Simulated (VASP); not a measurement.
# LiTe3P4 (Pm-3m) in VASP: a series of runs

Runs on LiTe3P4. Level: PBE. Tasks: relaxation of cell and atoms.

Program: VASP 6.6.1. These are calculated values, not measurements. Logs are shortened: lines on timing, memory, paths and dates and some standing lists are left out, and cuts for length are marked.

## 1. The cell of the first run

The structure is cubic, space group Pm-3m (No. 221). Conventional cell: a = 6.136 Å, b = 6.136 Å, c = 6.136 Å, α = 90.00°, β = 90.00°, γ = 90.00°. Within 4.0 Å of Li (site symmetry m-3m) lie 6 Te at 3.07 Å. Te (site symmetry 4/mmm) has 2 Li at 3.07 Å and 4 P at 3.07 Å within 4.0 Å. Within 4.0 Å of P (site symmetry 4/mmm) lie 4 Te at 3.07 Å and 2 P at 3.07 Å. P (site symmetry m-3m) has 6 P at 3.07 Å within 4.0 Å.

The cell was generated, and may not be a known phase.

## 2. Relaxation of cell and atoms, PBE

INCAR

```
SYSTEM = LiTe3P4
  ALGO = Normal
  EDIFF = 1E-6
  EDIFFG = -0.04
  ENCUT = 600
  GGA = PE
  IBRION = 2
  ISIF = 3
  ISMEAR = 0
  LASPH = .TRUE.
  LCHARG = .FALSE.
  LREAL = .FALSE.
  LWAVE = .FALSE.
  NELM = 60
  NSW = 90
  PREC = Accurate
  SIGMA = 0.1
```

KPOINTS

```
k-points
0
G
  4 4 4
  0 0 0
```

POSCAR

```
LiTe3P4
1.0
    6.1356442800      0.0000000000      0.0000000000
    0.0000000000      6.1356442800      0.0000000000
    0.0000000000      0.0000000000      6.1356442800
Li Te P
1 3 4
Direct
    0.5000000000      0.5000000000      0.5000000000
    0.0000000000      0.5000000000      0.5000000000
    0.5000000000      0.0000000000      0.5000000000
    0.5000000000      0.5000000000      0.0000000000
    0.5000000000      0.0000000000      0.0000000000
    0.0000000000      0.5000000000      0.0000000000
    0.0000000000      0.0000000000      0.5000000000
    0.0000000000      0.0000000000      0.0000000000
```

Potentials or basis: VASP PAW PBE potentials, release 64 (Li_sv, Te, P).

The run is started by

```
$ cat potpaw_PBE.64/Li_sv/POTCAR potpaw_PBE.64/Te/POTCAR potpaw_PBE.64/P/POTCAR > POTCAR
$ mpirun -np 1 vasp_std > vasp.out
```

OUTCAR:

```text
SYSTEM = LiTe3P4
   EDIFF = 1E-6
   EDIFFG = -0.04
   ENCUT = 600
   GGA = PE
   IBRION = 2
   ISIF = 3
   ISMEAR = 0
   LASPH = .TRUE.
   LREAL = .FALSE.
   NELM = 60
   NSW = 90
   PREC = Accurate

 ion  position               nearest neighbor table
   1  0.500  0.500  0.500-   2 3.07   3 3.07   4 3.07   4 3.07   3 3.07   2 3.07
   2  0.000  0.500  0.500-   1 3.07   6 3.07   7 3.07   6 3.07   7 3.07   1 3.07
   3  0.500  0.000  0.500-   1 3.07   5 3.07   7 3.07   5 3.07   1 3.07   7 3.07
   4  0.500  0.500  0.000-   1 3.07   5 3.07   6 3.07   1 3.07   5 3.07   6 3.07
   5  0.500  0.000  0.000-   3 3.07   4 3.07   3 3.07   4 3.07
   6  0.000  0.500  0.000-   2 3.07   4 3.07   2 3.07   4 3.07
   7  0.000  0.000  0.500-   2 3.07   3 3.07   2 3.07   3 3.07
   8  0.000  0.000  0.000-

  LATTYP: Found a simple cubic cell.
 ALAT       =     6.1356442800

  Lattice vectors:

 A1 = (   6.1356442800,   0.0000000000,   0.0000000000)
 A2 = (   0.0000000000,   6.1356442800,   0.0000000000)
 A3 = (   0.0000000000,   0.0000000000,   6.1356442800)

Analysis of symmetry for initial positions (statically):
=====================================================================
 Subroutine PRICEL returns:
 Original cell was already a primitive cell.

 Routine SETGRP: Setting up the symmetry group for a
 simple cubic supercell.

 Subroutine GETGRP returns: Found 48 space group operations
 (whereof 48 operations were pure point group operations)
 out of a pool of 48 trial point group operations.

The static configuration has the point symmetry O_h .

Analysis of symmetry for dynamics (positions and initial velocities):
=====================================================================
 Subroutine PRICEL returns:
 Original cell was already a primitive cell.

 Routine SETGRP: Setting up the symmetry group for a
 simple cubic supercell.

 Subroutine GETGRP returns: Found 48 space group operations
 (whereof 48 operations were pure point group operations)
 out of a pool of 48 trial point group operations.

The dynamic configuration has the point symmetry O_h .

 Subroutine INISYM returns: Found 48 space group operations
 (whereof 48 operations are pure point group operations),
 and found     1 'primitive' translations

----------------------------------------------------------------------------------------

                                     Primitive cell

  volume of cell :     230.9833

  direct lattice vectors                    reciprocal lattice vectors
     6.135644280  0.000000000  0.000000000     0.162982069  0.000000000  0.000000000
[... 57 lines left out ...]
  0.500000  0.000000  0.000000      3.000000
  0.250000  0.250000  0.000000     12.000000
  0.500000  0.250000  0.000000     12.000000
  0.500000  0.500000  0.000000      3.000000
  0.250000  0.250000  0.250000      8.000000
  0.500000  0.250000  0.250000     12.000000
  0.500000  0.500000  0.250000      6.000000
  0.500000  0.500000  0.500000      1.000000
   k-points           NKPTS =     10   k-points in BZ     NKDIM =     10   number of bands    NBANDS=     25
   number of dos      NEDOS =    301   number of ions     NIONS =      8
   total plane-waves  NPLWV = 125000
   dimension x,y,z NGX =    50 NGY =   50 NGZ =   50
   dimension x,y,z NGXF=   100 NGYF=  100 NGZF=  100
   ions per type =               1   3   4
   NGX,Y,Z   is equivalent  to a cutoff of  13.55, 13.55, 13.55 a.u.
   NGXF,Y,Z  is equivalent  to a cutoff of  27.10, 27.10, 27.10 a.u.
 SYSTEM =  LiTe3P4
   PREC   = accura    normal or accurate (medium, high low for compatibility)
   ISTART =      0    job   : 0-new  1-cont  2-samecut
   ICHARG =      2    charge: 1-file 2-atom 10-const
   ISPIN  =      1    spin polarized calculation?
   LNONCOLLINEAR =      F non collinear calculations
   LSORBIT =      F    spin-orbit coupling
   LASPH  =      T    aspherical Exc in radial PAW
   ENCUT  =  600.0 eV  44.10 Ry    6.64 a.u.  12.25 12.25 12.25*2*pi/ulx,y,z
   NELM   =     60;   NELMIN=  2; NELMDL= -5     # of ELM steps
   EDIFF  = 0.1E-05   stopping-criterion for ELM
   LREAL  =      F    real-space projection
   EDIFFG = -.4E-01   stopping-criterion for IOM
   NSW    =     90    number of steps for IOM
   IBRION =      2    ionic relax: 0-MD 1-quasi-New 2-CG
   NFREE  =      1    steps in history (QN), initial steepest desc. (CG)
   ISIF   =      3    stress and relaxation
   ISYM   =      2    0-nonsym 1-usesym 2-fastsym
   POTIM  = 0.5000    time-step for ionic-motion
   TEBEG  =    0.0;   TEEND  =   0.0 temperature during run
   PSTRESS=    0.0 pullay stress
   NELECT =      41.0000    total number of electrons
   NUPDOWN=      -1.0000    fix difference up-down
   EMIN   =  10.00;   EMAX   =-10.00  energy-range for DOS
   EFERMI =   0.00;   METHOD = LEGACY
   ISMEAR =     0;   SIGMA  =   0.10  broadening in eV -4-tet -1-fermi 0-gaus
   EFERMI_NEDOS =   21; number of points for ismear=-14 and -15
   IALGO  =     38    algorithm
   IMIX   =      4    mixing-type and parameters
     AMIX     =   0.40;   BMIX     =  1.00
     AMIX_MAG =   1.60;   BMIX_MAG =  1.00
  volume/ion in A,a.u.               =      28.87       194.84
  Fermi-wavevector in a.u.,A,eV,Ry     =   0.920045  1.738634 11.517109  0.846484
  Thomas-Fermi vector in A             =   2.045307
   LORBIT       =      0    0 simple, 1 ext, 2 COOP (PROOUT), +10 PAW based schemes
   GGA     = PE    functional components
   LHFCALC =     F    Hartree Fock is set to
   AEXX    =    0.0000 exact exchange contribution
   IVDW    =     0    specifies the selected vdW correction
   LEPSILON=     F    determine dielectric tensor
   LRPA    =     F    only Hartree local field effects (RPA)
 conjugate gradient relaxation of ions
 non-spin polarized calculation
 Gauss-broadening in eV      SIGMA  =   0.10
  energy-cutoff  :      600.00
  volume of cell :      230.98
 maximum number of plane-waves:      7809
 NGX is ok and might be reduce to    50
   NGX = 25   NGY = 25   NGZ = 25

--------------------------------------- Ionic step        1  -------------------------------------------

 number of electron      41.0000000 magnetization

 Free energy of the ion-electron system (eV)
  ---------------------------------------------------
  ext. energy  EPLUGINS =         0.00000000
  ---------------------------------------------------
  free energy    TOTEN  =       -29.26487907 eV

  energy without entropy =      -29.24429792  energy(sigma->0) =      -29.25458850

 E-fermi :   3.3416     XC(G=0):  -8.7078

 val. band max:        3.3119381113   @ k =   0.5000   0.2500   0.0000
 cond. band min:       3.3548766808   @ k =   0.5000   0.5000   0.2500
 fundamental gap:      0.0429385695
 Fermi energy:         3.3415745451
[... 648 lines left out ...]
--------------------------------------- Ionic step        3  -------------------------------------------

 number of electron      40.9999995 magnetization

 Free energy of the ion-electron system (eV)
  ---------------------------------------------------
  ext. energy  EPLUGINS =         0.00000000
  ---------------------------------------------------
  free energy    TOTEN  =       -31.97383730 eV

  energy without entropy =      -31.95927848  energy(sigma->0) =      -31.96655789

 E-fermi :   6.9120     XC(G=0): -10.0286

 val. band max:        6.8966615446   @ k =   0.5000   0.0000   0.0000
 cond. band min:       6.9448006834   @ k =   0.5000   0.5000   0.5000
 fundamental gap:      0.0481391389
 Fermi energy:         6.9120094711
[... 313 lines left out ...]
  FREE ENERGIE OF THE ION-ELECTRON SYSTEM (eV)
  ---------------------------------------------------
  free  energy   TOTEN  =       -31.9738373006 eV

  energy  without entropy=      -31.9592784757  energy(sigma->0) =      -31.96655789

 reached required accuracy - stopping structural energy minimisation
```

It took 3.7 min on 1 thread of Intel Xeon 6975P-C (Granite Rapids), shared host; peak memory 0.4 GiB.

What came out:

```yaml
Free_energy: -31.9738 eV
Relaxed_volume: 21.02 Å³/atom
Relaxed_cell: a = 5.519 Å, b = 5.519 Å, c = 5.519 Å, α = 90.00°, β = 90.00°, γ = 90.00°
Space_group_after_relaxing_to_0.1_Å: Pm-3m (No. 221)
Energy_gained_by_relaxing: 338.6 meV/atom
Ionic_steps: 3
Pressure_after_relaxing: -0.1 GPa
Band_gap_on_the_k_mesh: zero (an odd number of electrons rules out a gap without spin polarisation)
```

Step by step:
| step | energy change (eV) | largest force (eV/Å) | pressure (GPa) | volume (Å³) |
| --- | --- | --- | --- | --- |
| 1 | 0.0000 | 0.0000 | -10.26 | 230.98 |
| 2 | -2.6577 | 0.0000 | -2.38 | 174.52 |
| 3 | -2.7090 | 0.0000 | -0.11 | 168.15 |

Final structure:
```
Li Te P
1.0
     5.51944    0.00000    0.00000
     0.00000    5.51944    0.00000
     0.00000    0.00000    5.51944
Li Te P
1 3 4
Direct
  0.50000 0.50000 0.50000
  0.00000 0.50000 0.50000
  0.50000 0.00000 0.50000
  0.50000 0.50000 0.00000
  0.50000 0.00000 0.00000
  0.00000 0.50000 0.00000
  0.00000 0.00000 0.50000
  0.00000 0.00000 0.00000
```

Levels at points of the mesh, in eV from the Fermi level:
| k point | band 16 | band 17 | band 18 | band 19 | band 20 | band 21 | band 22 | band 23 | band 24 | band 25 |
| --- | --- | --- | --- | --- | --- | --- | --- | --- | --- | --- |
| (0.00, 0.00, 0.00) | -3.25 | -3.25 | -0.92 | -0.92 | -0.92 | 2.56 | 2.56 | 2.56 | 3.63 | 3.63 |
| (0.50, 0.00, 0.00) | -2.17 | -1.83 | -1.83 | -1.05 | -0.18 | -0.02 | 1.18 | 1.21 | 4.00 | 4.00 |
| (0.50, 0.50, 0.00) | -1.55 | -1.55 | -1.31 | -0.73 | -0.73 | 0.15 | 0.30 | 0.76 | 0.76 | 0.85 |
| (0.50, 0.50, 0.50) | -0.98 | -0.98 | -0.91 | -0.91 | -0.91 | -0.20 | -0.20 | -0.07 | 0.03 | 0.12 |

Caveat: the cutoff is under 1.25 times the usual one of these potentials, so pressure, stress and relaxed cells hold a basis-set (Pulay) error; the volume moved by over 15 % at a fixed basis, so the end points are rough; the highest band is partly filled, so the run has too few bands; spin-orbit coupling is left out, which moves the levels of the heavy elements.

## 3. Relaxation of cell and atoms, PBE

This run uses another cell than the first one, of 20.93 Å³/atom.

INCAR

```
SYSTEM = LiTe3P4
ALGO = Normal
EDIFF = 1E-6
EDIFFG = -0.01
ENCUT = 600
GGA = PE
IBRION = 2
ISIF = 3
ISMEAR = 0
LASPH = .True.
LCHARG = .False.
LREAL = .False.
LWAVE = .False.
NELM = 100
NSW = 100
PREC = Accurate
SIGMA = 0.1
```

KPOINTS

```
k-points
0
Gamma
  8 8 8
  0 0 0
```

Changes to POSCAR since step 2:

```diff
@@ -2,5 +2,5 @@
 1.0
-    6.1356442800      0.0000000000      0.0000000000
-    0.0000000000      6.1356442800      0.0000000000
-    0.0000000000      0.0000000000      6.1356442800
+    5.5115499658      0.0000000000      0.0000000000
+    0.0000000000      5.5115499658      0.0000000000
+    0.0000000000      0.0000000000      5.5115499658
 Li Te P
```

Potentials or basis: VASP PAW PBE potentials, release 64 (Li_sv, Te, P).

The run is started by

```
$ cat potpaw_PBE.64/Li_sv/POTCAR potpaw_PBE.64/Te/POTCAR potpaw_PBE.64/P/POTCAR > POTCAR
$ mpirun -np 1 vasp_std > vasp.out
```

Wall time 3.3 min (1 thread of Intel Xeon 6975P-C (Granite Rapids), shared host); peak memory 0.43 GiB.

The run converged. Its results:

| Property | Result |
| --- | --- |
| Free energy | -31.8565 eV |
| Relaxed volume | 21.14 Å³/atom |
| Relaxed cell | a = 5.530 Å, b = 5.530 Å, c = 5.530 Å, α = 90.00°, β = 90.00°, γ = 90.00° |
| Space group after relaxing (to 0.1 Å) | Pm-3m (No. 221) |
| Energy gained by relaxing | 0.5 meV/atom |
| Ionic steps | 3 |
| Pressure after relaxing | 0.0 GPa |

Step by step:
```
step  energy change (eV)  largest force (eV/Å)  pressure (GPa)  volume (Å³)
   1              0.0000                0.0000            0.68       167.43
   2             -0.0034                0.0000           -0.16       169.58
   3             -0.0036                0.0000            0.00       169.16
```

Final structure:
```xyz
8
Lattice="5.5305 0.0000 0.0000 0.0000 5.5305 0.0000 0.0000 0.0000 5.5305" Properties=species:S:1:pos:R:3 pbc="T T T"
Li    2.7652    2.7652    2.7652
Te    0.0000    2.7652    2.7652
Te    2.7652    0.0000    2.7652
Te    2.7652    2.7652    0.0000
P     2.7652    0.0000    0.0000
P     0.0000    2.7652    0.0000
P     0.0000    0.0000    2.7652
P     0.0000    0.0000    0.0000
```

Levels at points of the mesh, in eV from the Fermi level:
| k point | band 16 | band 17 | band 18 | band 19 | band 20 | band 21 | band 22 | band 23 | band 24 | band 25 |
| --- | --- | --- | --- | --- | --- | --- | --- | --- | --- | --- |
| (0.00, 0.00, 0.00) | -3.26 | -3.26 | -1.04 | -1.04 | -1.04 | 2.50 | 2.50 | 2.50 | 3.57 | 3.57 |
| (0.50, 0.00, 0.00) | -2.24 | -1.95 | -1.95 | -1.11 | -0.27 | -0.16 | 1.10 | 1.19 | 3.31 | 3.84 |
| (0.50, 0.50, 0.00) | -1.56 | -1.56 | -1.37 | -0.86 | -0.86 | 0.05 | 0.22 | 0.71 | 0.72 | 0.72 |
| (0.50, 0.50, 0.50) | -1.00 | -1.00 | -0.89 | -0.89 | -0.89 | -0.34 | -0.34 | -0.10 | -0.06 | -0.06 |

Caveat: the cutoff is under 1.25 times the usual one of these potentials, so pressure, stress and relaxed cells hold a basis-set (Pulay) error; the highest band is partly filled, so the run has too few bands; spin-orbit coupling is left out, which moves the levels of the heavy elements.

The gap in the log of VASP goes by the Fermi energy; the results here count the filled bands.